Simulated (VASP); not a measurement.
Set up this calculation in VASP 6.6.1, as the native input.

```yaml
Task: single point
Functional: PBE
Potentials_or_basis: VASP PAW PBE potentials, release 64 (Ga_d, N)
Cutoff: 520 eV
k_mesh: 12 × 12 × 6
Occupations: gaussian, width 0.02 eV
Spin: no spin polarisation
Dipole_correction: no
Further_INCAR_settings: ALGO = Normal; EDIFF = 1e-07; NBANDS = 26
```

The structure of GaN lies in POSCAR:

```
GaN
1.0
    3.1540032578     -0.0009531865      0.0000000000
   -1.5778481708      2.8046127505      0.0000000000
    0.0000000000      0.0000000000      5.2595174343
Ga N
2 2
Direct
    0.6659266350      0.3319059519      0.4999566282
    0.3340733650      0.6680940481      0.9999566282
    0.6640475737      0.3283214338      0.8750433718
    0.3359524263      0.6716785662      0.3750433718
```

This cell differs from its parent crystal: uniaxial strain along a: -2.0 %, then relaxed in part.

One way to write it, as run:

INCAR

```
SYSTEM = GaN
ALGO = Normal ; EDIFF = 1E-7
ENCUT = 520 ; GGA = PE
ISIF = 2 ; ISMEAR = 0
LASPH = .TRUE. ; LCHARG = .TRUE.
LELF = .TRUE. ; LREAL = .FALSE.
LVHAR = .TRUE. ; LWAVE = .FALSE.
NBANDS = 26 ; NELM = 80
PREC = Accurate ; SIGMA = 0.02
```

KPOINTS

```
k-points
0
G
  12 12 6
  0 0 0
```

Potentials or basis: VASP PAW PBE potentials, release 64 (Ga_d, N).

The run is started by

```console
$ cat potpaw_PBE.64/Ga_d/POTCAR potpaw_PBE.64/N/POTCAR > POTCAR
$ mpirun -np 1 vasp_std > vasp.out
```

Results of the run:

```yaml
Pressure: 2.0 GPa
Band_gap_on_the_k_mesh: 1.67 eV
```

Caveat: the cell differs from its parent crystal (uniaxial strain along a: -2.0 %, then relaxed in part); the stress differs along the axes, from 0 to 6 GPa.

It took 7.4 min on 1 thread of Intel Xeon 8259CL (shared host), peak memory 0.39 GiB.
